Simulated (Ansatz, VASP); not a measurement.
**Two plane-wave programs on HfO2**

```xyz
12
Lattice="-2.5575 -2.5575 0.0000 2.5575 -2.5575 0.0000 -0.4261 0.0000 10.2300" Properties=species:S:1:pos:R:3 pbc="T T T"
Hf    0.0000    0.0000    9.5906
Hf    0.0000   -2.5575    1.9181
Hf    0.0000    0.0000    4.4756
Hf    0.0000   -2.5575    7.0331
O    -1.2788   -1.2788    0.6394
O     1.2787   -1.2787    3.1969
O    -1.2788   -1.2788    5.7544
O     1.2788   -1.2788    8.3119
O    -1.2788   -1.2788    3.1969
O     1.2788   -1.2788    5.7544
O    -1.2788   -1.2788    8.3119
O     1.2788   -1.2788    0.6394
```

Alike in both runs: task single point; functional r2SCAN; k mesh 6 × 6 × 3; occupations gaussian, width 0.05 eV; no spin polarisation.

|  | VASP | Ansatz |
| --- | --- | --- |
| version | VASP 6.6.1 | Ansatz 0.2.0 |
| potentials or method | VASP PAW PBE potentials, release 64 (Hf_pv, O), cutoff 520 eV | scalar-relativistic, plane waves, PAW |
| valence electrons in the cell | 88 | 152 |

|  | VASP | Ansatz | Ansatz less VASP |
| --- | --- | --- | --- |
| gap on the k mesh at the Fermi level (eV) | 4.17 | 4.17 | 0.000 |
| least direct gap on the mesh (eV) | 4.21 | 4.21 | +0.003 |
| pressure (GPa) | -9.5 | -5.9 | +3.62 |
| traceless stress, the component that is largest in VASP (GPa) | 3.38 | 3.55 | +0.171 |
| rms of the force components (eV/Å) | 0.505 | 0.524 | +0.0188 |

VASP's potentials were made for PBE, not for r2SCAN. Atom by atom the forces differ by 0.027 eV/Å (rms over components). The functional is the same, so the differences come from potentials, cutoffs and numerics. VASP's potentials hold 88 valence electrons a cell and Ansatz's 152, so a difference there can come from the potentials and not from the codes.

Neither program's run includes spin-orbit coupling.
